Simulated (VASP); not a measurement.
# Ti3Al7 in VASP: a series of runs

Runs on Ti3Al7. Level: r2SCAN. Tasks: single point.

Program: VASP 6.6.1. These are calculated values, not measurements. Logs are shortened: lines on timing, memory, paths and dates and some standing lists are left out, and cuts for length are marked.

**1. The cell of the first run**

The cell holds a slab with vacuum, 10 atoms: a = 3.824 Å, b = 3.824 Å, c = 23.564 Å, α = 90.00°, β = 90.00°, γ = 90.00°.

**2. Single point, r2SCAN**

Input file POSCAR:

```
Ti3Al7
1.0
    3.8240007103      0.0000000000      0.0000000000
    0.0000000000      3.8240007103      0.0000000000
    0.0000000000      0.0000000000     23.5638300741
Ti Al
3 7
Direct
    0.5000000000      0.5000000000      0.3182844205
    0.0000000000      0.0000000000      0.5000000000
    0.5000000000      0.5000000000      0.6817155795
    0.0000000000      0.0000000000      0.3182844205
    0.0000000000      0.5000000000      0.4091422103
    0.5000000000      0.0000000000      0.4091422103
    0.5000000000      0.5000000000      0.5000000000
    0.5000000000      0.0000000000      0.5908577897
    0.0000000000      0.5000000000      0.5908577897
    0.0000000000      0.0000000000      0.6817155795
```

Input file INCAR.step1:

```
ALGO = Normal
DIPOL = 0.5 0.5 0.500
EDIFF = 1E-4
ENCUT = 520
GGA = PE
IDIPOL = 3
ISMEAR = 0
LASPH = T
LCHARG = F
LDIPOL = T
LREAL = F
LWAVE = T
NBANDS = 40
NELM = 80
PREC = Accurate
SIGMA = 0.1
```

Input file INCAR.step2:

```
ALGO = Normal
DIPOL = 0.5 0.5 0.500
EDIFF = 1E-6
ENCUT = 520
IDIPOL = 3
ISIF = 2
ISMEAR = 0
ISTART = 1
LASPH = T
LCHARG = F
LDIPOL = T
LMIXTAU = T
LREAL = F
LWAVE = F
METAGGA = R2SCAN
NBANDS = 40
NELM = 80
PREC = Accurate
SIGMA = 0.1
```

Input file KPOINTS:

```
k-points
0
Gamma
  9 9 1
```

Potentials or basis: VASP PAW PBE potentials, release 64 (Ti_sv, Al).

Launch:

```console
$ cat potpaw_PBE.64/Ti_sv/POTCAR potpaw_PBE.64/Al/POTCAR > POTCAR
$ cp INCAR.step1 INCAR
$ mpirun -np 1 vasp_std > vasp.out
$ cp INCAR.step2 INCAR
$ mpirun -np 1 vasp_std > vasp.out
```

OUTCAR:

```text
EDIFF = 1E-6
   ENCUT = 520
   ISIF = 2
   ISMEAR = 0
   ISTART = 1
   LASPH = T
   LREAL = F
   METAGGA = R2SCAN
   NELM = 80
   PREC = Accurate

 ion  position               nearest neighbor table
   1  0.500  0.500  0.318-   4 2.70   4 2.70   4 2.70   4 2.70   6 2.87   6 2.87   5 2.87   5 2.87

   2  0.000  0.000  0.500-   7 2.70   7 2.70   7 2.70   7 2.70   9 2.87   5 2.87   6 2.87   9 2.87
                             6 2.87   5 2.87   8 2.87   8 2.87
   3  0.500  0.500  0.682-  10 2.70  10 2.70  10 2.70  10 2.70   9 2.87   9 2.87   8 2.87   8 2.87

   4  0.000  0.000  0.318-   1 2.70   1 2.70   1 2.70   1 2.70   5 2.87   6 2.87   6 2.87   5 2.87

   5  0.000  0.500  0.409-   6 2.70   6 2.70   6 2.70   6 2.70   2 2.87   7 2.87   7 2.87   2 2.87
                             1 2.87   1 2.87   4 2.87   4 2.87
   6  0.500  0.000  0.409-   5 2.70   5 2.70   5 2.70   5 2.70   7 2.87   2 2.87   7 2.87   2 2.87
                             1 2.87   4 2.87   1 2.87   4 2.87
   7  0.500  0.500  0.500-   2 2.70   2 2.70   2 2.70   2 2.70   9 2.87   5 2.87   6 2.87   8 2.87
                             6 2.87   5 2.87   9 2.87   8 2.87
   8  0.500  0.000  0.591-   9 2.70   9 2.70   9 2.70   9 2.70   7 2.87   2 2.87   2 2.87   7 2.87
                             3 2.87   3 2.87  10 2.87  10 2.87
   9  0.000  0.500  0.591-   8 2.70   8 2.70   8 2.70   8 2.70   7 2.87   7 2.87   2 2.87   2 2.87
                             3 2.87   3 2.87  10 2.87  10 2.87
  10  0.000  0.000  0.682-   3 2.70   3 2.70   3 2.70   3 2.70   9 2.87   9 2.87   8 2.87   8 2.87

  LATTYP: Found a simple tetragonal cell.
 ALAT       =     3.8240007103
 C/A-ratio  =     6.1620883099

  Lattice vectors:

 A1 = (   3.8240007103,   0.0000000000,   0.0000000000)
 A2 = (   0.0000000000,   3.8240007103,   0.0000000000)
 A3 = (   0.0000000000,   0.0000000000,  23.5638300741)

Analysis of symmetry for initial positions (statically):
=====================================================================
 Subroutine PRICEL returns:
 Original cell was already a primitive cell.

 Routine SETGRP: Setting up the symmetry group for a
 simple tetragonal supercell.

 Subroutine GETGRP returns: Found 16 space group operations
 (whereof 16 operations were pure point group operations)
 out of a pool of 16 trial point group operations.

The static configuration has the point symmetry D_4h.

Analysis of symmetry for dynamics (positions and initial velocities):
=====================================================================
 Subroutine PRICEL returns:
 Original cell was already a primitive cell.

 Routine SETGRP: Setting up the symmetry group for a
 simple tetragonal supercell.

 Subroutine GETGRP returns: Found 16 space group operations
 (whereof 16 operations were pure point group operations)
 out of a pool of 16 trial point group operations.

The dynamic configuration has the point symmetry D_4h.

 Subroutine INISYM returns: Found 16 space group operations
 (whereof 16 operations are pure point group operations),
 and found     1 'primitive' translations

----------------------------------------------------------------------------------------

                                     Primitive cell

  volume of cell :     344.5734

  direct lattice vectors                    reciprocal lattice vectors
     3.824000710  0.000000000  0.000000000     0.261506228  0.000000000  0.000000000
     0.000000000  3.824000710  0.000000000     0.000000000  0.261506228  0.000000000
     0.000000000  0.000000000 23.563830074     0.000000000  0.000000000  0.042437923

  length of vectors
     3.824000710  3.824000710 23.563830074     0.261506228  0.261506228  0.042437923

  position of ions in fractional coordinates (direct lattice)
     0.500000000  0.500000000  0.318284420
     0.000000000  0.000000000  0.500000000
     0.500000000  0.500000000  0.681715580
     0.000000000  0.000000000  0.318284420
     0.000000000  0.500000000  0.409142210
     0.500000000  0.000000000  0.409142210
     0.500000000  0.500000000  0.500000000
     0.500000000  0.000000000  0.590857790
     0.000000000  0.500000000  0.590857790
     0.000000000  0.000000000  0.681715580

  ion indices of the primitive-cell ions
   primitive index   ion index
                 1           1
                 2           2
                 3           3
                 4           4
                 5           5
                 6           6
                 7           7
                 8           8
                 9           9
                10          10

----------------------------------------------------------------------------------------

 KPOINTS: k-points

Automatic generation of k-mesh.
 Grid dimensions read from file:
 generate k-points for:    9    9    1

 Generating k-lattice:

  Cartesian coordinates                     Fractional coordinates (reciprocal lattice)
     0.029056248  0.000000000  0.000000000     0.111111111  0.000000000  0.000000000
     0.000000000  0.029056248  0.000000000     0.000000000  0.111111111  0.000000000
     0.000000000  0.000000000  0.042437923     0.000000000  0.000000000  1.000000000

  Length of vectors
     0.029056248  0.029056248  0.042437923

  Shift w.r.t. Gamma in fractional coordinates (k-lattice)
     0.000000000  0.000000000  0.000000000

 Subroutine IBZKPT returns following result:
 ===========================================

 Found     15 irreducible k-points:

 Following reciprocal coordinates:
            Coordinates               Weight
  0.000000  0.000000  0.000000      1.000000
  0.111111  0.000000  0.000000      4.000000
  0.222222  0.000000  0.000000      4.000000
  0.333333  0.000000  0.000000      4.000000
  0.444444  0.000000  0.000000      4.000000
  0.111111  0.111111  0.000000      4.000000
  0.222222  0.111111  0.000000      8.000000
  0.333333  0.111111  0.000000      8.000000
  0.444444  0.111111  0.000000      8.000000
  0.222222  0.222222  0.000000      4.000000
  0.333333  0.222222  0.000000      8.000000
  0.444444  0.222222  0.000000      8.000000
  0.333333  0.333333  0.000000      4.000000
  0.444444  0.333333  0.000000      8.000000
  0.444444  0.444444  0.000000      4.000000
   k-points           NKPTS =     15   k-points in BZ     NKDIM =     15   number of bands    NBANDS=     40
   number of dos      NEDOS =    301   number of ions     NIONS =     10
   total plane-waves  NPLWV = 141120
   dimension x,y,z NGX =    28 NGY =   28 NGZ =  180
   dimension x,y,z NGXF=    56 NGYF=   56 NGZF=  360
   ions per type =               3   7
   NGX,Y,Z   is equivalent  to a cutoff of  12.17, 12.17, 12.70 a.u.
   NGXF,Y,Z  is equivalent  to a cutoff of  24.35, 24.35, 25.40 a.u.
 SYSTEM =  unknown system
   PREC   = accura    normal or accurate (medium, high low for compatibility)
   ISTART =      1    job   : 0-new  1-cont  2-samecut
   ICHARG =      0    charge: 1-file 2-atom 10-const
   ISPIN  =      1    spin polarized calculation?
   LNONCOLLINEAR =      F non collinear calculations
   LSORBIT =      F    spin-orbit coupling
   LASPH  =      T    aspherical Exc in radial PAW
   ENCUT  =  520.0 eV  38.22 Ry    6.18 a.u.   7.11  7.11 43.81*2*pi/ulx,y,z
   NELM   =     80;   NELMIN=  2; NELMDL=  0     # of ELM steps
   EDIFF  = 0.1E-05   stopping-criterion for ELM
   LREAL  =      F    real-space projection
   EDIFFG = 0.1E-04   stopping-criterion for IOM
   NSW    =      0    number of steps for IOM
   IBRION =     -1    ionic relax: 0-MD 1-quasi-New 2-CG
   NFREE  =      0    steps in history (QN), initial steepest desc. (CG)
   ISIF   =      2    stress and relaxation
   ISYM   =      2    0-nonsym 1-usesym 2-fastsym
   POTIM  = 0.5000    time-step for ionic-motion
   TEBEG  =    0.0;   TEEND  =   0.0 temperature during run
   PSTRESS=    0.0 pullay stress
   NELECT =      57.0000    total number of electrons
   NUPDOWN=      -1.0000    fix difference up-down
   EMIN   =  10.00;   EMAX   =-10.00  energy-range for DOS
   EFERMI =   0.00;   METHOD = LEGACY
   ISMEAR =     0;   SIGMA  =   0.10  broadening in eV -4-tet -1-fermi 0-gaus
   EFERMI_NEDOS =   21; number of points for ismear=-14 and -15
   IALGO  =     38    algorithm
   IMIX   =      4    mixing-type and parameters
     AMIX     =   0.40;   BMIX     =  1.00
     AMIX_MAG =   1.60;   BMIX_MAG =  1.00
  volume/ion in A,a.u.               =      34.46       232.53
  Fermi-wavevector in a.u.,A,eV,Ry     =   0.898682  1.698262 10.988454  0.807629
  Thomas-Fermi vector in A             =   2.021421
   LORBIT       =      0    0 simple, 1 ext, 2 COOP (PROOUT), +10 PAW based schemes
   METAGGA = R2SCAN    functional components
   LHFCALC =     F    Hartree Fock is set to
   AEXX    =    0.0000 exact exchange contribution
   IVDW    =     0    specifies the selected vdW correction
   LEPSILON=     F    determine dielectric tensor
   LRPA    =     F    only Hartree local field effects (RPA)
 non-spin polarized calculation
 Gauss-broadening in eV      SIGMA  =   0.10
  energy-cutoff  :      520.00
  volume of cell :      344.57
 maximum number of plane-waves:      9305
   NGX = 15   NGY = 15   NGZ = 87

 dipolmoment           0.000000      0.000000     -0.000000 electrons x Angstroem

 number of electron      57.0000021 magnetization

 dipolmoment           0.000000      0.000000      0.000000 electrons x Angstroem

 Free energy of the ion-electron system (eV)
  ---------------------------------------------------
  ext. energy  EPLUGINS =         0.00000000
  ---------------------------------------------------
  free energy    TOTEN  =       -86.55401550 eV

  energy without entropy =      -86.49673783  energy(sigma->0) =      -86.52537666

 E-fermi :   1.6480     XC(G=0):  -6.0741

 val. band max:        1.6197546922   @ k =   0.4444   0.4444   0.0000
 cond. band min:       1.6672276444   @ k =   0.2222   0.0000   0.0000
 fundamental gap:      0.0474729522
 Fermi energy:         1.6480297462

 k-point     1 :       0.0000    0.0000    0.0000
  band No.  band energies     occupation
      1     -57.5915      2.00000
      2     -57.5915      2.00000
      3     -57.2327      2.00000
      4     -32.9770      2.00000
      5     -32.9770      2.00000
      6     -32.7430      2.00000
[... 32 lines left out ...]
     39       4.0989      0.00000
     40       4.0989      0.00000

 k-point     2 :       0.1111    0.0000    0.0000
  band No.  band energies     occupation
      1     -57.5913      2.00000
      2     -57.5913      2.00000
      3     -57.2325      2.00000
      4     -32.9767      2.00000
      5     -32.9767      2.00000
      6     -32.7462      2.00000
[... 32 lines left out ...]
     39       4.3790      0.00000
     40       4.5326      0.00000

 k-point     3 :       0.2222    0.0000    0.0000
  band No.  band energies     occupation
      1     -57.5909      2.00000
      2     -57.5909      2.00000
      3     -57.2321      2.00000
      4     -32.9760      2.00000
      5     -32.9760      2.00000
      6     -32.7544      2.00000
[... 466 lines left out ...]
  band No.  band energies     occupation
      1     -57.5893      2.00000
      2     -57.5893      2.00000
      3     -57.2303      2.00000
      4     -32.9729      2.00000
      5     -32.9729      2.00000
      6     -32.7669      2.00000
[... 32 lines left out ...]
     39       4.2336      0.00000
     40       4.3292      0.00000

 k-point    15 :       0.4444    0.4444    0.0000
  band No.  band energies     occupation
      1     -57.5890      2.00000
      2     -57.5890      2.00000
      3     -57.2300      2.00000
      4     -32.9724      2.00000
      5     -32.9724      2.00000
      6     -32.7661      2.00000
[... 32 lines left out ...]
     39       3.8332      0.00000
     40       4.4059      0.00000

------------------------ aborting loop because EDIFF is reached ----------------------------------------

 vacuum level on the upper side and lower side of the slab       (xc-potential included)        -0.019        -0.019

  FORCE on cell =-STRESS in cart. coord.  units (eV):
  Direction    XX          YY          ZZ          XY          YZ          ZX
  --------------------------------------------------------------------------------------
  -------------------------------------------------------------------------------------
  Total       -2.7031056     -2.7031056     -0.5472265      0.0000000      0.0000000      0.0000000
  in kB      -12.5687412    -12.5687412     -2.5444616      0.0000000      0.0000000      0.0000000
  external PRESSURE =      -9.2273147 kB  Pullay stress =       0.0000000 kB

 VOLUME and BASIS-vectors are now :
 -----------------------------------------------------------------------------
  energy-cutoff  :      520.00
  volume of cell :      344.57
      direct lattice vectors                 reciprocal lattice vectors
     3.824000710  0.000000000  0.000000000     0.261506228  0.000000000  0.000000000
     0.000000000  3.824000710  0.000000000     0.000000000  0.261506228  0.000000000
     0.000000000  0.000000000 23.563830074     0.000000000  0.000000000  0.042437923

 POSITION                                       TOTAL-FORCE (eV/Angst)
 -----------------------------------------------------------------------------------
      1.91200      1.91200      7.50000        -0.000000     -0.000000      0.214795
      0.00000      0.00000     11.78192         0.000000      0.000000     -0.000000
      1.91200      1.91200     16.06383         0.000000     -0.000000     -0.214795
      0.00000      0.00000      7.50000         0.000000      0.000000     -0.006761
      0.00000      1.91200      9.64096        -0.000000     -0.000000     -0.146258
      1.91200      0.00000      9.64096         0.000000      0.000000     -0.146258
      1.91200      1.91200     11.78192         0.000000      0.000000     -0.000000
      1.91200      0.00000     13.92287        -0.000000      0.000000      0.146258
      0.00000      1.91200     13.92287         0.000000      0.000000      0.146258
      0.00000      0.00000     16.06383        -0.000000      0.000000      0.006761
 -----------------------------------------------------------------------------------
    total drift:                               -0.000000      0.000000     -0.000000

  FREE ENERGIE OF THE ION-ELECTRON SYSTEM (eV)
  ---------------------------------------------------
  free  energy   TOTEN  =       -86.5540154986 eV

  energy  without entropy=      -86.4967378264  energy(sigma->0) =      -86.52537666

 vacuum level on the upper side and lower side of the slab         5.828         5.828
```

It took 15 min on 1 thread of Intel Xeon Platinum 8488C (Sapphire Rapids), shared host; peak memory 0.46 GiB.

What came out:

```
Free energy            : -86.5540 eV
Largest force          : 0.215 eV/Å
Band gap on the k mesh : zero (an odd number of electrons rules out a gap without spin polarisation)
```

Forces on the atoms (eV/Å):
```
Ti   0.000  0.000  0.215
Ti   0.000  0.000  0.000
Ti   0.000  0.000 -0.215
Al   0.000  0.000 -0.007
Al   0.000  0.000 -0.146
Al   0.000  0.000 -0.146
Al   0.000  0.000  0.000
Al   0.000  0.000  0.146
Al   0.000  0.000  0.146
Al   0.000  0.000  0.007
```

Caveat: the PAW data sets were made with another functional, which shifts forces and pressure a little.

**3. Single point, r2SCAN**

Input file POSCAR:

```
Ti3Al7
1.0
    3.8240007103      0.0000000000      0.0000000000
    0.0000000000      3.8240007103      0.0000000000
    0.0000000000      0.0000000000     23.5638300741
Ti Al
3 7
Direct
    0.5000000000      0.5000000000      0.3193699563
    0.0000000000      0.0000000000      0.4999999928
    0.5000000000      0.5000000000      0.6806300365
    0.0000000000      0.0000000000      0.3172159593
    0.0000000000      0.5000000000      0.4081965108
    0.5000000000      0.0000000000      0.4081965108
    0.5000000000      0.5000000000      0.5000000030
    0.5000000000      0.0000000000      0.5918034895
    0.0000000000      0.5000000000      0.5918034895
    0.0000000000      0.0000000000      0.6827840514
```

Input file INCAR.step1:

```
PREC = Accurate ; ENCUT = 520
ISMEAR = 0 ; SIGMA = 0.1
LREAL = F ; LASPH = T
NELM = 60 ; LDIPOL = T
IDIPOL = 3 ; DIPOL = 0.5 0.5 0.500
NBANDS = 40 ; GGA = PE
ALGO = Normal ; EDIFF = 1E-4
LWAVE = T ; LCHARG = F
```

Input file INCAR.step2:

```
PREC = Accurate ; ENCUT = 520
EDIFF = 1E-7 ; ISMEAR = 0
SIGMA = 0.1 ; LREAL = F
LASPH = T ; NELM = 60
ALGO = Normal ; ISIF = 2
LWAVE = F ; LCHARG = F
LDIPOL = T ; IDIPOL = 3
DIPOL = 0.5 0.5 0.500 ; METAGGA = R2SCAN
LMIXTAU = T ; NBANDS = 40
ISTART = 1
```

Input file KPOINTS:

```
Automatic mesh
0
Gamma
  9 9 1
```

Potentials or basis: VASP PAW PBE potentials, release 64 (Ti_sv, Al).

Launch:

```console
$ cat potpaw_PBE.64/Ti_sv/POTCAR potpaw_PBE.64/Al/POTCAR > POTCAR
$ cp INCAR.step1 INCAR
$ mpirun -np 1 vasp_std > vasp.out
$ cp INCAR.step2 INCAR
$ mpirun -np 1 vasp_std > vasp.out
```

Run time: 16 min. Hardware: 1 thread of Intel Xeon Platinum 8488C (Sapphire Rapids), shared host; peak memory 0.46 GiB.

Results (log left out):

| Quantity | Value |
| --- | --- |
| Free energy | -86.5650 eV |
| Largest force | 0.022 eV/Å |
| Band gap on the k mesh | zero (an odd number of electrons rules out a gap without spin polarisation) |

Forces on the atoms (eV/Å):
```
Ti   0.000  0.000 -0.022
Ti   0.000  0.000  0.000
Ti   0.000  0.000  0.022
Al   0.000  0.000  0.003
Al   0.000  0.000  0.021
Al   0.000  0.000  0.021
Al   0.000  0.000  0.000
Al   0.000  0.000 -0.021
Al   0.000  0.000 -0.021
Al   0.000  0.000 -0.003
```

Levels at points of the mesh, in eV from the Fermi level:
```csv
k point,band 26,band 27,band 28,band 29,band 30,band 31
"(0.00, 0.00, 0.00)",-0.40,-0.08,0.20,0.80,0.80,0.82
```

Caveat: the PAW data sets were made with another functional, which shifts forces and pressure a little.
